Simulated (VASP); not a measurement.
# MgGeSb2 (P-4m2) in VASP: settings compared, part 2 of 2

VASP 6.6.1. The steps go on from the part before.

## Step 4: Single point, r2SCAN

This run uses another cell than the first one, of 31.47 Å³/atom, 0.969 times its volume.

File POSCAR:

```
MgGeSb2
1.0
    4.4024110354      0.0000000000      0.0000000000
    0.0000000000      4.4024110354      0.0000000000
    0.0000000000      0.0000000000      6.4951828979
Mg Sb Ge
1 2 1
Direct
    0.0000000000      0.0000000000      0.0000000000
    0.0000000000      0.5000000000      0.2607511150
    0.5000000000      0.0000000000      0.7392488850
    0.5000000000      0.5000000000      0.5000000000
```

File INCAR.step1:

```
PREC     = Accurate       # precision mode
ENCUT    = 520            # plane-wave cutoff, eV
ISMEAR   = -1             # smearing method
SIGMA    = 0.02           # smearing width, eV
LREAL    = F              # projectors in reciprocal space
LASPH    = T              # aspherical terms in the spheres
NELM     = 100            # most SCF steps
NBANDS   = 21             # bands
GGA      = PE             # functional
ALGO     = Normal         # electronic algorithm
EDIFF    = 1E-4           # SCF threshold, eV
LWAVE    = T              # write WAVECAR
LCHARG   = F              # write CHGCAR
```

File INCAR.step2:

```
PREC     = Accurate       # precision mode
ENCUT    = 520            # plane-wave cutoff, eV
EDIFF    = 1E-7           # SCF threshold, eV
ISMEAR   = -1             # smearing method
SIGMA    = 0.02           # smearing width, eV
LREAL    = F              # projectors in reciprocal space
LASPH    = T              # aspherical terms in the spheres
NELM     = 100            # most SCF steps
ALGO     = Normal         # electronic algorithm
ISIF     = 2              # what is computed and relaxed
LWAVE    = F              # write WAVECAR
LCHARG   = F              # write CHGCAR
METAGGA  = R2SCAN         # meta-GGA
LMIXTAU  = T            
NBANDS   = 21             # bands
ISTART   = 1
```

File KPOINTS:

```
Automatic mesh
0
Gamma
  6 6 4
```

Potentials or basis: VASP PAW PBE potentials, release 64 (Mg, Sb, Ge_d).

The run is started by

```console
$ cat potpaw_PBE.64/Mg/POTCAR potpaw_PBE.64/Sb/POTCAR potpaw_PBE.64/Ge_d/POTCAR > POTCAR
$ cp INCAR.step1 INCAR
$ mpirun -np 1 vasp_std > vasp.out
$ cp INCAR.step2 INCAR
$ mpirun -np 1 vasp_std > vasp.out
```

OUTCAR:

```text
PREC = Accurate
   ENCUT = 520
   EDIFF = 1E-7
   ISMEAR = -1
   LREAL = F
   LASPH = T
   NELM = 100
   ISIF = 2
   METAGGA = R2SCAN
   ISTART = 1

 ion  position               nearest neighbor table
   1  0.000  0.000  0.000-   2 2.78   3 2.78   2 2.78   3 2.78
   2  0.000  0.500  0.261-   4 2.69   4 2.69   1 2.78   1 2.78
   3  0.500  0.000  0.739-   4 2.69   4 2.69   1 2.78   1 2.78
   4  0.500  0.500  0.500-   2 2.69   3 2.69   3 2.69   2 2.69

  LATTYP: Found a simple tetragonal cell.
 ALAT       =     4.4024110354
 C/A-ratio  =     1.4753694841

  Lattice vectors:

 A1 = (   4.4024110354,   0.0000000000,   0.0000000000)
 A2 = (   0.0000000000,   4.4024110354,   0.0000000000)
 A3 = (   0.0000000000,   0.0000000000,   6.4951828979)

Analysis of symmetry for initial positions (statically):
=====================================================================
 Subroutine PRICEL returns:
 Original cell was already a primitive cell.

 Routine SETGRP: Setting up the symmetry group for a
 simple tetragonal supercell.

 Subroutine GETGRP returns: Found  8 space group operations
 (whereof  8 operations were pure point group operations)
 out of a pool of 16 trial point group operations.

The static configuration has the point symmetry D_2d.

Analysis of symmetry for dynamics (positions and initial velocities):
=====================================================================
 Subroutine PRICEL returns:
 Original cell was already a primitive cell.

 Routine SETGRP: Setting up the symmetry group for a
 simple tetragonal supercell.

 Subroutine GETGRP returns: Found  8 space group operations
 (whereof  8 operations were pure point group operations)
 out of a pool of 16 trial point group operations.

The dynamic configuration has the point symmetry D_2d.

[... 112 lines left out ...]
   PSTRESS=    0.0 pullay stress
   NELECT =      26.0000    total number of electrons
   NUPDOWN=      -1.0000    fix difference up-down
   EMIN   =  10.00;   EMAX   =-10.00  energy-range for DOS
   EFERMI =   0.00;   METHOD = LEGACY
   ISMEAR =    -1;   SIGMA  =   0.02  broadening in eV -4-tet -1-fermi 0-gaus
   EFERMI_NEDOS =   21; number of points for ismear=-14 and -15
   IALGO  =     38    algorithm
   IMIX   =      4    mixing-type and parameters
     AMIX     =   0.40;   BMIX     =  1.00
     AMIX_MAG =   1.60;   BMIX_MAG =  1.00
  volume/ion in A,a.u.               =      31.47       212.38
  Fermi-wavevector in a.u.,A,eV,Ry     =   0.967702  1.828692 12.741144  0.936448
  Thomas-Fermi vector in A             =   2.097610
   LORBIT       =      0    0 simple, 1 ext, 2 COOP (PROOUT), +10 PAW based schemes
   METAGGA = R2SCAN    functional components
   LHFCALC =     F    Hartree Fock is set to
   AEXX    =    0.0000 exact exchange contribution
   IVDW    =     0    specifies the selected vdW correction
   LEPSILON=     F    determine dielectric tensor
   LRPA    =     F    only Hartree local field effects (RPA)
 non-spin polarized calculation
  energy-cutoff  :      520.00
  volume of cell :      125.88
 maximum number of plane-waves:      3421
 NGX is ok and might be reduce to    36
   NGX = 17   NGY = 17   NGZ = 25

 number of electron      26.0000000 magnetization

 Free energy of the ion-electron system (eV)
  ---------------------------------------------------
  ext. energy  EPLUGINS =         0.00000000
  ---------------------------------------------------
  free energy    TOTEN  =       -69.71605808 eV

  energy without entropy =      -69.71502904  energy(sigma->0) =      -69.71554356

 E-fermi :   3.7751     XC(G=0):  -8.9371

 val. band max:        3.7638490654   @ k =   0.1667   0.0000   0.0000
 cond. band min:       3.7997435961   @ k =   0.0000   0.0000   0.0000
 fundamental gap:      0.0358945307
 Fermi energy:         3.7751295138

 k-point     1 :       0.0000    0.0000    0.0000
  band No.  band energies     occupation
      1     -21.9692      2.00000
      2     -21.9692      2.00000
      3     -21.9661      2.00000
      4     -21.9571      2.00000
      5     -21.9437      2.00000
      6      -8.1071      2.00000
[... 565 lines left out ...]
     20      10.4541      0.00000
     21      10.6513      0.00000

 [... further k-points ...]
[... 5 lines left out ...]
  --------------------------------------------------------------------------------------
  -------------------------------------------------------------------------------------
  Total        0.0250407      0.0250407      0.0369626      0.0000000      0.0000000     -0.0000000
  in kB        0.3187016      0.3187016      0.4704361      0.0000000      0.0000000     -0.0000000
  external PRESSURE =       0.3692798 kB  Pullay stress =       0.0000000 kB

 VOLUME and BASIS-vectors are now :
 -----------------------------------------------------------------------------
  energy-cutoff  :      520.00
  volume of cell :      125.88
      direct lattice vectors                 reciprocal lattice vectors
     4.402411035  0.000000000  0.000000000     0.227148259  0.000000000  0.000000000
     0.000000000  4.402411035  0.000000000     0.000000000  0.227148259  0.000000000
     0.000000000  0.000000000  6.495182898     0.000000000  0.000000000  0.153960253

 POSITION                                       TOTAL-FORCE (eV/Angst)
 -----------------------------------------------------------------------------------
      0.00000      0.00000      0.00000        -0.000000      0.000000      0.000000
      0.00000      2.20121      1.69363        -0.000000      0.000000     -0.026672
      2.20121      0.00000      4.80156        -0.000000      0.000000      0.026672
      2.20121      2.20121      3.24759         0.000000      0.000000      0.000000
 -----------------------------------------------------------------------------------
    total drift:                                0.000000      0.000000      0.000000

  FREE ENERGIE OF THE ION-ELECTRON SYSTEM (eV)
  ---------------------------------------------------
  free  energy   TOTEN  =       -69.7160580797 eV

  energy  without entropy=      -69.7150290419  energy(sigma->0) =      -69.71554356
```

Wall time 2.3 min (1 thread of Intel Xeon Platinum 8488C (Sapphire Rapids), shared host); peak memory 0.31 GiB.

Results:

* Free energy: -69.7161 eV
* Pressure: 0.0 GPa
* Largest force: 0.027 eV/Å
* Band gap on the k mesh: zero (band 13 reaches 3.80 eV, above the bottom of band 14 at 3.53 eV)

Forces on the atoms (eV/Å):
```
Mg   0.000  0.000  0.000
Sb   0.000  0.000 -0.027
Sb   0.000  0.000  0.027
Ge   0.000  0.000  0.000
```

Caveat: the PAW data sets were made with another functional, which shifts forces and pressure a little; spin-orbit coupling is left out, which moves the levels of the heavy elements.

## Step 5: The runs side by side

```csv
task,level,cell,cutoff (eV),gap on the mesh (eV),pressure (GPa),largest force (eV/Å)
single point,PBE,"a = 4.466, b = 4.466, c = 6.511 Å, 4 atoms",520,none,0.0,0.01
relaxation of cell and atoms,PBE,"relaxed from a = 4.344, b = 4.344, c = 6.143 Å, 4 atoms",600,none,0.0,-
single point,r2SCAN,"a = 4.402, b = 4.402, c = 6.495 Å, 4 atoms",520,none,0.0,0.03
```

Alike in all rows: potentials or basis VASP PAW PBE potentials, release 64 (Mg, Sb, Ge_d); no spin polarisation; k mesh 6 × 6 × 4; smearing fermi-dirac 0.02 eV.

Caveats: spin-orbit coupling is left out, which moves the levels of the heavy elements; the PAW data sets were made with another functional, which shifts forces and pressure a little (some runs).

Absolute energies hang on the potentials; compare differences alone.
